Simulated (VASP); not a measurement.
A run of VASP 6.6.1 is set up as follows.

INCAR

```
SYSTEM = AlNi3
  PREC = Accurate
  ENCUT = 520
  EDIFF = 1E-7
  ISMEAR = -1
  SIGMA = 0.03
  LREAL = .False.
  LASPH = .True.
  NELM = 150
  ALGO = Normal
  ISIF = 2
  LWAVE = .False.
  LCHARG = .True.
  ISPIN = 2
  MAGMOM = 0 0.22 0.22 0.22
  LORBIT = 11
  NUPDOWN = 0.66
  LMAXMIX = 4
  GGA = PE
  LELF = .True.
  LVHAR = .True.
  NBANDS = 28
```

KPOINTS

```
regular mesh
0
Gamma
  10 10 10
  0 0 0
```

File POSCAR:

```
AlNi3
1.0
    3.5230547267      0.0000000000      0.0000000000
    0.0000000000      3.5230547267      0.0000000000
    0.0000000000      0.0000000000      3.5230547267
Al Ni
1 3
Direct
    0.0000000000      0.0000000000      0.0000000000
    0.0000000000      0.5000000000      0.5000000000
    0.5000000000      0.0000000000      0.5000000000
    0.5000000000      0.5000000000      0.0000000000
```

Potentials or basis: VASP PAW PBE potentials, release 64 (Al, Ni).

Launch:

```sh
$ cat potpaw_PBE.64/Al/POTCAR potpaw_PBE.64/Ni/POTCAR > POTCAR
$ mpirun -np 1 vasp_std > vasp.out
```

(1) Predict the pressure.

## Answers

(1) 7.2 GPa.

Caveat: the cell stands under pressure; the total moment is fixed, so each spin has its own Fermi level.
